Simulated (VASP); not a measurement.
# Cd3Cl2 (R-3c) in VASP: further runs

Cd3Cl2 is run at these levels: PBE; tasks: relaxation of cell and atoms, single point.

All numbers are computed with VASP 6.6.1; they aren't measurements. Logs are shortened: lines on timing, memory, paths and dates and some standing lists are left out, and cuts for length are marked.

## (1) The cell of the first run

It takes space group R-3c (No. 167, trigonal). Conventional cell: a = 6.831 Å, b = 6.831 Å, c = 18.650 Å, α = 90.00°, β = 90.00°, γ = 120.00°. Within 4.2 Å of Cd (site symmetry 2) lie 4 Cl at 2.66 to 2.83 Å and 12 Cd at 3.62 to 4.11 Å. Within 3.5 Å of Cl (site symmetry 3) lie 6 Cd at 2.66 to 2.83 Å.

## (2) Relaxation of cell and atoms, PBE

INCAR reads:

```
SYSTEM = Cd3Cl2
ALGO = Normal ; EDIFF = 1E-7
EDIFFG = -0.04 ; ENCUT = 600
GGA = PE ; IBRION = 2
ISIF = 3 ; ISMEAR = 0
LASPH = .True. ; LCHARG = .False.
LREAL = .False. ; LWAVE = .False.
NELM = 100 ; NSW = 90
PREC = Accurate ; SIGMA = 0.1
```

KPOINTS reads:

```
k-points
0
Gamma
  3 3 3
  0 0 0
```

POSCAR reads:

```
Cd3Cl2
1.0
    3.4154030139      1.9718838494      6.2165463784
   -3.4154030139      1.9718838494      6.2165463784
    0.0000000000     -3.9437676990      6.2165463784
Cd Cl
6 4
Direct
    0.0562500000      0.4437500000      0.7500000000
    0.7500000000      0.0562500000      0.4437500000
    0.4437500000      0.7500000000      0.0562500000
    0.9437500000      0.5562500000      0.2500000000
    0.2500000000      0.9437500000      0.5562500000
    0.5562500000      0.2500000000      0.9437500000
    0.8521800000      0.8521800000      0.8521800000
    0.6478200000      0.6478200000      0.6478200000
    0.1478200000      0.1478200000      0.1478200000
    0.3521800000      0.3521800000      0.3521800000
```

Potentials or basis: VASP PAW PBE potentials, release 64 (Cd, Cl).

Command:

```
$ cat potpaw_PBE.64/Cd/POTCAR potpaw_PBE.64/Cl/POTCAR > POTCAR
$ mpirun -np 1 vasp_std > vasp.out
```

OUTCAR:

```text
SYSTEM = Cd3Cl2
   EDIFF = 1E-7
   EDIFFG = -0.04
   ENCUT = 600
   GGA = PE
   IBRION = 2
   ISIF = 3
   ISMEAR = 0
   LASPH = .True.
   LREAL = .False.
   NELM = 100
   NSW = 90
   PREC = Accurate

 ion  position               nearest neighbor table
   1  0.056  0.444  0.750-   9 2.66  10 2.66   7 2.83   8 2.83   2 3.62   3 3.62   4 3.76   4 3.76

   2  0.750  0.056  0.444-   9 2.66  10 2.66   8 2.83   7 2.83   1 3.62   3 3.62   5 3.76   5 3.76

   3  0.444  0.750  0.056-  10 2.66   9 2.66   7 2.83   8 2.83   1 3.62   2 3.62   6 3.76   6 3.76

   4  0.944  0.556  0.250-   7 2.66   8 2.66   9 2.83  10 2.83   6 3.62   5 3.62   1 3.76   1 3.76

   5  0.250  0.944  0.556-   7 2.66   8 2.66  10 2.83   9 2.83   4 3.62   6 3.62   2 3.76   2 3.76

   6  0.556  0.250  0.944-   8 2.66   7 2.66   9 2.83  10 2.83   4 3.62   5 3.62   3 3.76   3 3.76

   7  0.852  0.852  0.852-   5 2.66   6 2.66   4 2.66   3 2.83   1 2.83   2 2.83
   8  0.648  0.648  0.648-   6 2.66   5 2.66   4 2.66   2 2.83   1 2.83   3 2.83
   9  0.148  0.148  0.148-   2 2.66   3 2.66   1 2.66   6 2.83   4 2.83   5 2.83
  10  0.352  0.352  0.352-   3 2.66   2 2.66   1 2.66   5 2.83   4 2.83   6 2.83

  LATTYP: Found a trigonal (rhomboedric) cell.
 ALAT       =     7.3619802049
 COS(alpha) =     0.5695481095

  Lattice vectors:

 A1 = (   3.4154030139,   1.9718838494,   6.2165463784)
 A2 = (  -3.4154030139,   1.9718838494,   6.2165463784)
 A3 = (   0.0000000000,  -3.9437676990,   6.2165463784)

Analysis of symmetry for initial positions (statically):
=====================================================================
 Subroutine PRICEL returns:
 Original cell was already a primitive cell.

 Routine SETGRP: Setting up the symmetry group for a
 trigonal (rhombohedral) supercell.

 Subroutine GETGRP returns: Found 12 space group operations
 (whereof  6 operations were pure point group operations)
 out of a pool of 12 trial point group operations.

The static configuration has the point symmetry S_6 .
 The point group associated with its full space group is D_3d.

Analysis of symmetry for dynamics (positions and initial velocities):
=====================================================================
 Subroutine PRICEL returns:
 Original cell was already a primitive cell.

 Routine SETGRP: Setting up the symmetry group for a
 trigonal (rhombohedral) supercell.

 Subroutine GETGRP returns: Found 12 space group operations
 (whereof  6 operations were pure point group operations)
 out of a pool of 12 trial point group operations.

The dynamic configuration has the point symmetry S_6 .
 The point group associated with its full space group is D_3d.

 Subroutine INISYM returns: Found 12 space group operations
 (whereof  6 operations are pure point group operations),
 and found     1 'primitive' translations

----------------------------------------------------------------------------------------

                                     Primitive cell

  volume of cell :     251.2024

  direct lattice vectors                    reciprocal lattice vectors
     3.415403014  1.971883849  6.216546378     0.146395608  0.084521544  0.053620340
    -3.415403014  1.971883849  6.216546378    -0.146395608  0.084521544  0.053620340
     0.000000000 -3.943767699  6.216546378     0.000000000 -0.169043087  0.053620340

  length of vectors
     7.361980205  7.361980205  7.361980205     0.177343470  0.177343470  0.177343470

  position of ions in fractional coordinates (direct lattice)
     0.056250000  0.443750000  0.750000000
     0.750000000  0.056250000  0.443750000
     0.443750000  0.750000000  0.056250000
     0.943750000  0.556250000  0.250000000
     0.250000000  0.943750000  0.556250000
     0.556250000  0.250000000  0.943750000
     0.852180000  0.852180000  0.852180000
     0.647820000  0.647820000  0.647820000
     0.147820000  0.147820000  0.147820000
     0.352180000  0.352180000  0.352180000

  ion indices of the primitive-cell ions
   primitive index   ion index
                 1           1
                 2           2
                 3           3
                 4           4
                 5           5
                 6           6
                 7           7
                 8           8
                 9           9
                10          10

----------------------------------------------------------------------------------------

 KPOINTS: k-points

Automatic generation of k-mesh.
 Grid dimensions read from file:
 generate k-points for:    3    3    3

 Generating k-lattice:

  Cartesian coordinates                     Fractional coordinates (reciprocal lattice)
     0.048798536  0.028173848  0.017873447     0.333333333 -0.000000000  0.000000000
    -0.048798536  0.028173848  0.017873447    -0.000000000  0.333333333  0.000000000
     0.000000000 -0.056347696  0.017873447     0.000000000  0.000000000  0.333333333

  Length of vectors
     0.059114490  0.059114490  0.059114490

  Shift w.r.t. Gamma in fractional coordinates (k-lattice)
     0.000000000  0.000000000  0.000000000

 Subroutine IBZKPT returns following result:
 ===========================================

 Found      6 irreducible k-points:

 Following reciprocal coordinates:
            Coordinates               Weight
  0.000000  0.000000  0.000000      1.000000
  0.333333 -0.000000  0.000000      6.000000
  0.333333  0.333333  0.000000      6.000000
 -0.333333  0.333333  0.000000      6.000000
  0.333333  0.333333  0.333333      2.000000
 -0.333333  0.333333  0.333333      6.000000
   k-points           NKPTS =      6   k-points in BZ     NKDIM =      6   number of bands    NBANDS=     60
   number of dos      NEDOS =    301   number of ions     NIONS =     10
   total plane-waves  NPLWV = 216000
   dimension x,y,z NGX =    60 NGY =   60 NGZ =   60
   dimension x,y,z NGXF=   120 NGYF=  120 NGZF=  120
   ions per type =               6   4
   NGX,Y,Z   is equivalent  to a cutoff of  13.55, 13.55, 13.55 a.u.
   NGXF,Y,Z  is equivalent  to a cutoff of  27.10, 27.10, 27.10 a.u.
 SYSTEM =  Cd3Cl2
   PREC   = accura    normal or accurate (medium, high low for compatibility)
   ISTART =      0    job   : 0-new  1-cont  2-samecut
   ICHARG =      2    charge: 1-file 2-atom 10-const
   ISPIN  =      1    spin polarized calculation?
   LNONCOLLINEAR =      F non collinear calculations
   LSORBIT =      F    spin-orbit coupling
   LASPH  =      T    aspherical Exc in radial PAW
   ENCUT  =  600.0 eV  44.10 Ry    6.64 a.u.  14.70 14.70 14.70*2*pi/ulx,y,z
   NELM   =    100;   NELMIN=  2; NELMDL= -5     # of ELM steps
   EDIFF  = 0.1E-06   stopping-criterion for ELM
   LREAL  =      F    real-space projection
   EDIFFG = -.4E-01   stopping-criterion for IOM
   NSW    =     90    number of steps for IOM
   IBRION =      2    ionic relax: 0-MD 1-quasi-New 2-CG
   NFREE  =      1    steps in history (QN), initial steepest desc. (CG)
   ISIF   =      3    stress and relaxation
   ISYM   =      2    0-nonsym 1-usesym 2-fastsym
   POTIM  = 0.5000    time-step for ionic-motion
   TEBEG  =    0.0;   TEEND  =   0.0 temperature during run
   PSTRESS=    0.0 pullay stress
   NELECT =     100.0000    total number of electrons
   NUPDOWN=      -1.0000    fix difference up-down
   EMIN   =  10.00;   EMAX   =-10.00  energy-range for DOS
   EFERMI =   0.00;   METHOD = LEGACY
   ISMEAR =     0;   SIGMA  =   0.10  broadening in eV -4-tet -1-fermi 0-gaus
   EFERMI_NEDOS =   21; number of points for ismear=-14 and -15
   IALGO  =     38    algorithm
   IMIX   =      4    mixing-type and parameters
     AMIX     =   0.40;   BMIX     =  1.00
     AMIX_MAG =   1.60;   BMIX_MAG =  1.00
  volume/ion in A,a.u.               =      25.12       169.52
  Fermi-wavevector in a.u.,A,eV,Ry     =   1.204297  2.275791 19.732954  1.450331
  Thomas-Fermi vector in A             =   2.340026
   LORBIT       =      0    0 simple, 1 ext, 2 COOP (PROOUT), +10 PAW based schemes
   GGA     = PE    functional components
   LHFCALC =     F    Hartree Fock is set to
   AEXX    =    0.0000 exact exchange contribution
   IVDW    =     0    specifies the selected vdW correction
   LEPSILON=     F    determine dielectric tensor
   LRPA    =     F    only Hartree local field effects (RPA)
 conjugate gradient relaxation of ions
 non-spin polarized calculation
 Gauss-broadening in eV      SIGMA  =   0.10
  energy-cutoff  :      600.00
  volume of cell :      251.20
 maximum number of plane-waves:      8401
   NGX = 29   NGY = 29   NGZ = 29

--------------------------------------- Ionic step        1  -------------------------------------------

 number of electron     100.0000000 magnetization

 number of electron      99.9999989 magnetization

 Free energy of the ion-electron system (eV)
  ---------------------------------------------------
  ext. energy  EPLUGINS =         0.00000000
  ---------------------------------------------------
  free energy    TOTEN  =       -10.98489964 eV

  energy without entropy =      -10.96841956  energy(sigma->0) =      -10.97665960

------------------------ aborting loop because EDIFF is reached ----------------------------------------

  FORCE on cell =-STRESS in cart. coord.  units (eV):
  Direction    XX          YY          ZZ          XY          YZ          ZX
  --------------------------------------------------------------------------------------
  -------------------------------------------------------------------------------------
  Total       16.3556200     16.3556200     11.7865119      0.0000000     -0.0000000      0.0000000
  in kB      104.3167090    104.3167090     75.1747801      0.0000000     -0.0000000      0.0000000
  external PRESSURE =      94.6027327 kB  Pullay stress =       0.0000000 kB
[... 113 lines left out ...]
  FREE ENERGIE OF THE ION-ELECTRON SYSTEM (eV)
  ---------------------------------------------------
  free  energy   TOTEN  =       -12.8758552570 eV

  energy  without entropy=      -12.8502941148  energy(sigma->0) =      -12.86307469

[... ionic steps 4 to 16 ...]

--------------------------------------- Ionic step       17  -------------------------------------------

 number of electron     100.0000002 magnetization

------------------------ aborting loop because EDIFF is reached ----------------------------------------

  FORCE on cell =-STRESS in cart. coord.  units (eV):
  Direction    XX          YY          ZZ          XY          YZ          ZX
  --------------------------------------------------------------------------------------
  -------------------------------------------------------------------------------------
  Total       -0.5538008     -0.5538008     -0.0250730      0.0000000     -0.0000000     -0.0000000
  in kB       -2.9375196     -2.9375196     -0.1329945      0.0000000     -0.0000000     -0.0000000
  external PRESSURE =      -2.0026779 kB  Pullay stress =       0.0000000 kB
[... 73 lines left out ...]
  energy  without entropy=      -13.2412576176  energy(sigma->0) =      -13.24580556

--------------------------------------- Ionic step       19  -------------------------------------------

 number of electron     100.0000004 magnetization

 Free energy of the ion-electron system (eV)
  ---------------------------------------------------
  ext. energy  EPLUGINS =         0.00000000
  ---------------------------------------------------
  free energy    TOTEN  =       -13.25535716 eV

  energy without entropy =      -13.24627189  energy(sigma->0) =      -13.25081453

 E-fermi :   1.2256     XC(G=0):  -8.6290

 val. band max:        0.9718521486   @ k =   0.3333   0.3333   0.3333
 cond. band min:       1.3025315367   @ k =  -0.3333   0.3333   0.3333
 fundamental gap:      0.3306793881
 Fermi energy:         1.2255810273

 k-point     1 :       0.0000    0.0000    0.0000
  band No.  band energies     occupation
      1     -14.6239      2.00000
      2     -14.5313      2.00000
      3     -14.4475      2.00000
      4     -14.4206      2.00000
      5      -7.2363      2.00000
      6      -7.2363      2.00000
[... 404 lines left out ...]
  FREE ENERGIE OF THE ION-ELECTRON SYSTEM (eV)
  ---------------------------------------------------
  free  energy   TOTEN  =       -13.2553571584 eV

  energy  without entropy=      -13.2462718942  energy(sigma->0) =      -13.25081453

 reached required accuracy - stopping structural energy minimisation
```

It took 21 min on 1 thread of Intel Xeon 6975P-C (Granite Rapids), shared host; peak memory 0.58 GiB.

Results:

```yaml
Free_energy: -13.2554 eV
Relaxed_volume: 30.09 Å³/atom
Relaxed_cell: a = 7.046 Å, b = 7.046 Å, c = 7.046 Å, α = 70.49°, β = 70.49°, γ = 70.49°
Space_group_after_relaxing_to_0.1_Å: R-3c (No. 167)
Energy_gained_by_relaxing: 227.0 meV/atom
Ionic_steps: 19
Pressure_after_relaxing: 0.0 GPa
Largest_force_after_relaxing: 0.035 eV/Å
Band_gap_on_the_k_mesh: zero (bands 50 and 51 overlap by 0.37 eV)
```

Forces on the atoms (eV/Å):
```
Cd  -0.031  0.000  0.000
Cd   0.016 -0.027  0.000
Cd   0.016  0.027  0.000
Cd   0.031  0.000  0.000
Cd  -0.016  0.027  0.000
Cd  -0.016 -0.027  0.000
Cl   0.000  0.000  0.035
Cl   0.000  0.000 -0.035
Cl   0.000  0.000 -0.035
Cl   0.000  0.000  0.035
```

Step by step:
| step | energy change (eV) | largest force (eV/Å) | pressure (GPa) | volume (Å³) |
| --- | --- | --- | --- | --- |
| 1 | 0.0000 | 0.1109 | 9.46 | 251.20 |
| 2 | -1.7876 | 0.0547 | 1.51 | 309.03 |
| 3 | -1.8910 | 0.0465 | 0.40 | 325.31 |
| 4 | -1.9030 | 0.0434 | -0.02 | 332.88 |
| 5 | -1.9029 | 0.0426 | -0.12 | 334.67 |
| 6 | -1.9192 | 0.0328 | -0.13 | 334.23 |
| 7 | -1.9658 | 0.0516 | -0.17 | 332.75 |
| 8 | -2.0405 | 0.1218 | -0.26 | 329.02 |
| 9 | -2.0138 | 0.4875 | -0.37 | 318.38 |
| 10 | -2.0673 | 0.2037 | -0.32 | 326.17 |
| 11 | -2.0992 | 0.2215 | -0.10 | 319.85 |
| 12 | -2.1443 | 0.2829 | 0.70 | 300.87 |
| 13 | -2.1613 | 0.2731 | 0.66 | 300.10 |
| 14 | -2.2021 | 0.2451 | 0.53 | 297.65 |
| 15 | -2.2312 | 0.1943 | 0.32 | 292.12 |
| 16 | -2.2469 | 0.1537 | 0.16 | 294.96 |
| 17 | -2.2650 | 0.0711 | -0.20 | 302.05 |
| 18 | -2.2655 | 0.0606 | -0.25 | 303.14 |
| 19 | -2.2705 | 0.0352 | -0.03 | 300.88 |

Final structure:
```yaml
crystal:
  lattice:
    - [4.06597, 2.34749, 5.25383]
    - [-4.06597, 2.34749, 5.25383]
    - [0.00000, -4.69497, 5.25383]
  atoms:
    - { symbol: Cd, position: [0.07130, 0.42870, 0.75000] }
    - { symbol: Cd, position: [0.75000, 0.07130, 0.42870] }
    - { symbol: Cd, position: [0.42870, 0.75000, 0.07130] }
    - { symbol: Cd, position: [0.92870, 0.57130, 0.25000] }
    - { symbol: Cd, position: [0.25000, 0.92870, 0.57130] }
    - { symbol: Cd, position: [0.57130, 0.25000, 0.92870] }
    - { symbol: Cl, position: [0.86430, 0.86430, 0.86430] }
    - { symbol: Cl, position: [0.63570, 0.63570, 0.63570] }
    - { symbol: Cl, position: [0.13570, 0.13570, 0.13570] }
    - { symbol: Cl, position: [0.36430, 0.36430, 0.36430] }
```

Caveat: the k points lie up to 0.33 Å⁻¹ apart in the final cell; the volume moved by over 15 % at a fixed basis, so the end points are rough.

## (3) Single point, PBE

This run uses another cell than the first one, of 29.70 Å³/atom.

INCAR reads:

```
PREC     = Accurate       # precision mode
ENCUT    = 520            # plane-wave cutoff, eV
EDIFF    = 1E-6           # SCF threshold, eV
ISMEAR   = 0              # smearing method
SIGMA    = 0.1            # smearing width, eV
LREAL    = False          # projectors in reciprocal space
LASPH    = True           # aspherical terms in the spheres
NELM     = 100            # most SCF steps
ALGO     = Normal         # electronic algorithm
ISIF     = 2              # what is computed and relaxed
LWAVE    = False          # write WAVECAR
LCHARG   = False          # write CHGCAR
GGA      = PE             # functional
NBANDS   = 61             # bands
```

KPOINTS reads:

```
regular mesh
0
Gamma
  6 6 6
```

POSCAR reads:

```
Cd3Cl2
1.0
    4.0941777340      2.3637746168      5.1157003982
   -4.0941777340      2.3637746168      5.1157003982
    0.0000000000     -4.7275492336      5.1157003982
Cd Cl
6 4
Direct
    0.0611626641      0.4388373359      0.7500000000
    0.7500000000      0.0611626641      0.4388373359
    0.4388373359      0.7500000000      0.0611626641
    0.9388373359      0.5611626641      0.2500000000
    0.2500000000      0.9388373359      0.5611626641
    0.5611626641      0.2500000000      0.9388373359
    0.8703402801      0.8703402801      0.8703402801
    0.6296597199      0.6296597199      0.6296597199
    0.1296597199      0.1296597199      0.1296597199
    0.3703402801      0.3703402801      0.3703402801
```

Potentials or basis: VASP PAW PBE potentials, release 64 (Cd, Cl).

Command:

```
$ cat potpaw_PBE.64/Cd/POTCAR potpaw_PBE.64/Cl/POTCAR > POTCAR
$ mpirun -np 1 vasp_std > vasp.out
```

Run time: 6.3 min. Hardware: 1 thread of Intel Xeon 6975P-C (Granite Rapids), shared host; peak memory 0.63 GiB.

The run converged. Its results:

```
Free energy            : -13.2344 eV
Pressure               : 0.1 GPa
Largest force          : 0.004 eV/Å
Band gap on the k mesh : zero (bands 50 and 51 overlap by 0.33 eV)
```

Forces in eV/Å, atoms in the order of the input:
```
Cd  -0.004  0.000  0.000
Cd   0.002 -0.004  0.000
Cd   0.002  0.004  0.000
Cd   0.004  0.000  0.000
Cd  -0.002  0.004  0.000
Cd  -0.002 -0.004  0.000
Cl   0.000  0.000 -0.004
Cl   0.000  0.000  0.004
Cl   0.000  0.000  0.004
Cl   0.000  0.000 -0.004
```

Levels at points of the mesh, in eV from the Fermi level:
| k point | band 46 | band 47 | band 48 | band 49 | band 50 | band 51 | band 52 | band 53 | band 54 | band 55 |
| --- | --- | --- | --- | --- | --- | --- | --- | --- | --- | --- |
| (0.00, 0.00, 0.00) | -3.53 | -3.05 | -0.50 | -0.50 | 0.30 | 0.30 | 1.60 | 1.60 | 1.75 | 2.56 |
| (0.50, 0.00, 0.00) | -3.34 | -1.44 | -1.44 | -0.17 | -0.17 | 0.18 | 0.18 | 1.63 | 1.63 | 2.26 |
| (0.50, 0.50, 0.00) | -3.13 | -1.32 | -1.14 | -1.01 | -0.89 | 0.36 | 0.59 | 1.69 | 2.10 | 2.69 |
| (0.50, 0.50, 0.50) | -3.30 | -1.39 | -1.39 | 0.01 | 0.01 | 0.01 | 0.01 | 2.71 | 2.71 | 2.85 |

The gap in the log of VASP goes by the Fermi energy; the results here count the filled bands.